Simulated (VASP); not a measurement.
Here is a VASP 6.6.1 calculation.

File INCAR:

```
SYSTEM = Li
ALGO = Normal
EDIFF = 1E-7
ENCUT = 520
ISIF = 2
ISMEAR = -1
LASPH = .TRUE.
LCHARG = .TRUE.
LELF = .TRUE.
LREAL = .FALSE.
LVHAR = .TRUE.
LWAVE = .FALSE.
NBANDS = 12
NELM = 100
PREC = Accurate
SIGMA = 0.08
```

The input KPOINTS:

```
k-points
0
G
  12 12 12
  0 0 0
```

The input POSCAR:

```
Li
1.0
    1.4656641558      0.8037930055      7.5638432004
   -1.6353337756      0.8348029849      7.5948531797
   -0.0579793801     -1.8662449905      7.6062036199
Li
3
Direct
    0.0000000000      0.0000000000      0.0000000000
    0.2220000000      0.2220000000      0.2220000000
    0.7780000000      0.7780000000      0.7780000000
```

Potentials or basis: VASP PAW LDA potentials, release 64 (Li_sv).

Launch:

```console
$ cat potpaw_LDA.64/Li_sv/POTCAR > POTCAR
$ mpirun -np 1 vasp_std > vasp.out
```

Problem. Estimate the largest force.

Solution. 0.012 eV/Å.

Problem. What does it give for the band gap on the k mesh?

Solution. Zero (an odd number of electrons rules out a gap without spin polarisation).

Forces in eV/Å, atoms in the order of the input:
```
Li   0.000  0.000  0.000
Li  -0.009  0.001  0.008
Li   0.009 -0.001 -0.008
```

Caveat: the cell differs from its parent crystal (equal xy, yz and zx shear strains of -2 %).
